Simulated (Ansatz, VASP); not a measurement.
# NaI: VASP beside Ansatz

```
Na I
1.0
     4.03958    0.00000    0.00000
     0.00000    4.03958    0.00000
     0.00000    0.00000    4.03958
Na I
1 1
Direct
  0.00000 0.00000 0.00000
  0.50000 0.50000 0.50000
```

Alike in both runs: functional r2SCAN; k mesh 6 × 6 × 6; occupations gaussian, width 0.02 eV; no spin polarisation.

Ansatz relaxed the structure, and its values are those at the end. VASP's run is a single point on that final structure, the one shown.

```csv
,VASP,Ansatz
version,VASP 6.6.1,Ansatz 0.2.0
potentials or method,"VASP PAW PBE potentials, release 64 (Na_pv, I), cutoff 520 eV","scalar-relativistic, plane waves, PAW"
valence electrons in the cell,14,26
```

|  | VASP | Ansatz | Ansatz less VASP |
| --- | --- | --- | --- |
| gap on the k mesh at the Fermi level (eV) | 3.07 | 3.06 | -0.014 |
| least direct gap on the mesh (eV) | 3.36 | 3.36 | -0.006 |
| pressure (GPa) | 0.0 | 0.0 | +0.02 |

VASP's potentials were made for PBE, not for r2SCAN. The functional is the same, so the differences come from potentials, cutoffs and numerics. VASP's potentials hold 14 valence electrons a cell and Ansatz's 26, so a difference there can come from the potentials and not from the codes.

Neither program's run includes spin-orbit coupling.
